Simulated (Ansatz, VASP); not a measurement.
**As2H in VASP and in Ansatz**

The input INCAR:

```
SYSTEM = As2H
PREC = Accurate
ENCUT = 520
EDIFF = 1E-6
ISMEAR = 0
SIGMA = 0.05
LREAL = .False.
LASPH = .True.
NELM = 150
ALGO = Normal
ISIF = 2
LWAVE = .False.
LCHARG = .False.
ISPIN = 2
MAGMOM = 0 0 1
LORBIT = 11
LDIPOL = .True.
IDIPOL = 3
DIPOL = 0.5 0.5 0.305
GGA = PE
IVDW = 12
NBANDS = 16
```

File KPOINTS:

```
Automatic mesh
0
Gamma
  9 9 1
  0 0 0
```

The input POSCAR:

```
As2H
1.0
    3.5713387681      0.0000000000      0.0000000000
   -1.7856693841      3.0928700987      0.0000000000
    0.0000000000      0.0000000000     18.3976402524
As H
2 1
Direct
    0.3333333333      0.6666666667      0.2933876398
    0.6666666667      0.3333333333      0.2174191877
    0.5000000000      0.6666666667      0.4048149736
```

Input for Ansatz:

```yaml
crystal:
  lattice:
    - [3.5713387681, 0.0, 0.0]
    - [-1.7856693841, 3.0928700987, 0.0]
    - [0.0, 0.0, 18.3976402524]
  atoms:
    - { symbol: As, position: [0.3333333333, 0.6666666667, 0.2933876398] }
    - { symbol: As, position: [0.6666666667, 0.3333333333, 0.2174191877] }
    - { symbol: H, position: [0.5, 0.6666666667, 0.4048149736], spin: 1.0 }
basis:
  ecutwfc: 420
kpoints:
  mp_grid: { grid: [9, 9, 1] }
hamiltonian:
  xc: pbe
  dispersion: d3bj
scf:
  occupations: { method: gaussian, width: 0.05 }
output:
  forces: true
  eigenvalues: true
  populations: true
magnetization:
  spin_polarized: true
efield:
  axis: 3
  dipole_correction: true
  ramp_width: 0.04
```

Alike in both runs: task single point; functional PBE; dispersion D3(BJ); k mesh 9 × 9 × 1; occupations gaussian, width 0.05 eV; collinear spin.

|  | VASP | Ansatz |
| --- | --- | --- |
| version | VASP 6.6.1 | Ansatz 0.2.0 |
| potentials or method | VASP PAW PBE potentials, release 64 (As, H), cutoff 520 eV | scalar-relativistic, plane waves, PAW |
| valence electrons in the cell | 11 | 31 |

|  | VASP | Ansatz | Ansatz less VASP |
| --- | --- | --- | --- |
| gap on the k mesh at the Fermi level (eV) | none | none | - |
| rms of the force components (eV/Å) | 0.452 | 0.422 | -0.0302 |
| net moment per atom (μB) | 0.26 | 0.27 | +0.009 |
| size of the moment on the site where the two differ most (μB) | 0.22 | 0.39 | +0.176 |

Site moments also hang on the region over which each program counts them. Atom by atom the forces differ by 0.040 eV/Å (rms over components). A gap of «none» marks a metal or a gap that the smearing closes. VASP's potentials hold 11 valence electrons a cell and Ansatz's 31, so a difference there can come from the potentials and not from the codes. Ansatz's warnings: stability check not made.
